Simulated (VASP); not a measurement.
A run of VASP 6.6.1:

File POSCAR:

```
CdSe
1.0
    0.0000000000      2.8139040447      2.8139040447
    2.8139040447      0.0000000000      2.8139040447
    2.8139040447      2.8139040447      0.0000000000
Cd Se
1 1
Direct
    0.0000000000      0.0000000000      0.0000000000
    0.5000000000      0.5000000000      0.5000000000
```

The input INCAR.step1:

```
SYSTEM = CdSe
  PREC = Accurate
  ENCUT = 520
  EDIFF = 1E-6
  ISMEAR = -1
  SIGMA = 0.05
  LREAL = .FALSE.
  LASPH = .TRUE.
  NELM = 60
  ALGO = Normal
  ISIF = 2
  LWAVE = .FALSE.
  LCHARG = .TRUE.
  GGA = PS
  NBANDS = 16
```

Contents of KPOINTS.step1:

```
regular mesh
0
G
  12 12 12
  0 0 0
```

INCAR.step2

```
SYSTEM = CdSe
  PREC = Accurate
  ENCUT = 520
  EDIFF = 1E-6
  ISMEAR = -5
  SIGMA = 0.05
  LREAL = .FALSE.
  LASPH = .TRUE.
  NELM = 60
  ALGO = Normal
  ISIF = 2
  LWAVE = .FALSE.
  LCHARG = .FALSE.
  GGA = PS
  LORBIT = 10
  NBANDS = 16
  NEDOS = 2001
  ICHARG = 11
```

KPOINTS.step2

```
regular mesh
0
G
  18 18 18
  0 0 0
```

Potentials or basis: VASP PAW PBE potentials, release 64 (Cd, Se).

The run is started by

```console
$ cat potpaw_PBE.64/Cd/POTCAR potpaw_PBE.64/Se/POTCAR > POTCAR
$ cp INCAR.step1 INCAR
$ cp KPOINTS.step1 KPOINTS
$ mpirun -np 1 vasp_std > vasp.out
$ cp INCAR.step2 INCAR
$ cp KPOINTS.step2 KPOINTS
$ mpirun -np 1 vasp_std > vasp.out
```

Hardware: 1 thread of Intel(R) Xeon(R) 6975P-C (Granite Rapids) (shared host).

Estimate the wall time of this run.

Run time: 45 s on 1 thread of Intel(R) Xeon(R) 6975P-C (Granite Rapids), on a shared host, peak memory 0.27 GiB. Counts: k points 195.
